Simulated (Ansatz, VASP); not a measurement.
**In: VASP beside Ansatz**

```
In
1.0
    -3.36887    3.01539    1.54523
     3.01539   -3.36887    1.54523
     3.00900    3.00900   -2.19262
In
2
Direct
  0.99153 0.00847 0.00000
  0.75847 0.24153 0.50000
```

Alike in both runs: task single point; functional LDA; k mesh 15 × 15 × 10; occupations fermi-dirac, width 0.1 eV; no spin polarisation.

|  | VASP | Ansatz |
| --- | --- | --- |
| version | VASP 6.6.1 | Ansatz 0.2.0 |
| potentials or method | VASP PAW LDA potentials, release 64 (In_d), cutoff 520 eV | plane waves (420 eV) with PAW, scalar-relativistic |
| valence electrons in the cell | 26 | 26 |

```tsv
	VASP	Ansatz	Ansatz less VASP
pressure (GPa)	-3.0	-3.0	-0.01
traceless stress, the component that is largest in VASP (GPa)	-0.13	-0.13	+0.007
```

Ansatz warns that its potentials were made for another functional, while VASP's fit it. LDA's correlation is that of Perdew and Zunger in VASP and of Perdew and Wang (1992) in Ansatz.
